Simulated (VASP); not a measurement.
Wanted: the native input for a VASP 6.6.1 run.

* Task: single point
* Functional: PBE
* Potentials or basis: VASP PAW PBE potentials, release 64 (Pb_d, F)
* Cutoff: 600 eV
* k mesh: 6 × 6 × 6
* Occupations: gaussian, width 0.01 eV
* Spin: no spin polarisation
* Dipole correction: no
* Further INCAR settings: ALGO = Normal; EDIFF = 1e-06; NBANDS = 21

The structure of PbF2 lies in POSCAR:

```
PbF2
1.0
    0.0000000000      2.9604388884      2.9604388884
    2.9604388884      0.0000000000      2.9604388884
    2.9604388884      2.9604388884      0.0000000000
Pb F
1 2
Direct
    0.0000000000      0.0000000000      0.0000000000
    0.2500000000      0.2500000000      0.2500000000
    0.7500000000      0.7500000000      0.7500000000
```

The input as run:

INCAR

```
ALGO = Normal ; EDIFF = 1E-6
ENCUT = 600 ; GGA = PE
GGA_COMPAT = False ; ISIF = 2
ISMEAR = 0 ; LASPH = True
LCHARG = False ; LREAL = False
LWAVE = False ; NBANDS = 21
NELM = 120 ; PREC = Accurate
SIGMA = 0.01
```

KPOINTS

```
k-points
0
Gamma
  6 6 6
```

Potentials or basis: VASP PAW PBE potentials, release 64 (Pb_d, F).

Launch:

```bash
$ cat potpaw_PBE.64/Pb_d/POTCAR potpaw_PBE.64/F/POTCAR > POTCAR
$ mpirun -np 1 vasp_std > vasp.out
```

Results of the run:

```json
{"Pressure": "2.7 GPa", "Band gap on the k mesh": "4.44 eV (least direct gap 4.56 eV)"}
```

Caveat: spin-orbit coupling is left out, which moves the levels of the heavy elements.

Run time: 19 s on 1 thread of Intel(R) Xeon(R) Platinum 8488C (Sapphire Rapids), on a shared host, peak memory 0.2 GiB.
